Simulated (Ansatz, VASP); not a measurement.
# LiGaI2 in VASP and in Ansatz

```
CELL_PARAMETERS angstrom
5.46338 0.00000 0.00000
0.00000 5.46338 0.00000
0.00000 0.00000 5.74296
ATOMIC_POSITIONS crystal
Li 0.00000 0.00000 0.64194
Ga 0.00000 0.00000 0.14394
I 0.50000 0.00000 0.42448
I 0.00000 0.50000 0.42448
```

Alike in both runs: functional PBE; k mesh 4 × 4 × 2; occupations gaussian, width 0.1 eV; no spin polarisation.

Ansatz relaxed the structure, and its values are those at the end. VASP's run is a single point on that final structure, the one shown.

```csv
,VASP,Ansatz
version,VASP 6.6.1,Ansatz 0.2.0
potentials or method,"VASP PAW PBE potentials, release 64 (Li_sv, Ga_d, I), cutoff 520 eV","scalar-relativistic, plane waves, PAW"
valence electrons in the cell,30,50
```

Ansatz gave:

- gap on the k mesh at the Fermi level (eV): 0.22
- least direct gap on the mesh (eV): 1.03
- rms of the force components (eV/Å): 0.009

Task: Which values does VASP return?

Result: gap on the k mesh at the Fermi level (eV): 0.22; least direct gap on the mesh (eV): 1.02; rms of the force components (eV/Å): 0.009.

VASP's potentials hold 30 valence electrons a cell and Ansatz's 50, so a difference there can come from the potentials and not from the codes.

The k mesh is coarse, so the values compare programs but aren't converged. Spin-orbit coupling is off throughout. Noted on VASP's run: the cutoff is short for stress, so the pressure is rough.
